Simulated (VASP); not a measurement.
Crystal: CoSn.

```xyz
6
Lattice="5.2966 0.0000 0.0000 -2.6483 4.5870 0.0000 0.0000 0.0000 4.2302" Properties=species:S:1:pos:R:3 pbc="T T T"
Co   -1.3242    2.2935    0.0000
Co    1.3242    2.2935    0.0000
Co    2.6483    0.0000    0.0000
Sn    2.6483    1.5290    2.1151
Sn    0.0000    3.0580    2.1151
Sn    0.0000    0.0000    0.0000
```

- Program: VASP 6.6.1
- Task: relaxation of cell and atoms
- Functional: LDA
- Potentials or basis: VASP PAW LDA potentials, release 64 (Co, Sn_d)
- Cutoff: 600 eV
- k mesh: 9 × 9 × 8
- Occupations: gaussian, width 0.1 eV
- Spin: no spin polarisation

At the start: pressure -9.4 GPa; volume 17.13 Å³/atom.

**Question.** Where does the relaxation end?

**Answer.** Over 6 steps the energy falls by 37.5 meV/atom and the volume is 15.95 Å³/atom (-6.9 %); space group P6/mmm (No. 191, to 0.05 Å).

Step by step:
```
step  energy change (eV)  largest force (eV/Å)  pressure (GPa)  volume (Å³)
   1              0.0000                0.0000           -9.43       102.78
   2              0.0849                0.0000           14.92        88.49
   3             -0.2251                0.0000           -0.16        95.78
   4             -0.2252                0.0000            0.08        95.65
   5             -0.2252                0.0000           -0.10        95.75
   6             -0.2252                0.0000            0.02        95.71
```

Final structure:
```yaml
crystal:
  lattice:
    - [5.17560, 0.00000, 0.00000]
    - [-2.58780, 4.48220, 0.00000]
    - [0.00000, 0.00000, 4.12594]
  atoms:
    - { symbol: Co, position: [0.00000, 0.50000, 0.00000] }
    - { symbol: Co, position: [0.50000, 0.50000, 0.00000] }
    - { symbol: Co, position: [0.50000, 0.00000, 0.00000] }
    - { symbol: Sn, position: [0.66667, 0.33333, 0.50000] }
    - { symbol: Sn, position: [0.33333, 0.66667, 0.50000] }
    - { symbol: Sn, position: [0.00000, 0.00000, 0.00000] }
```
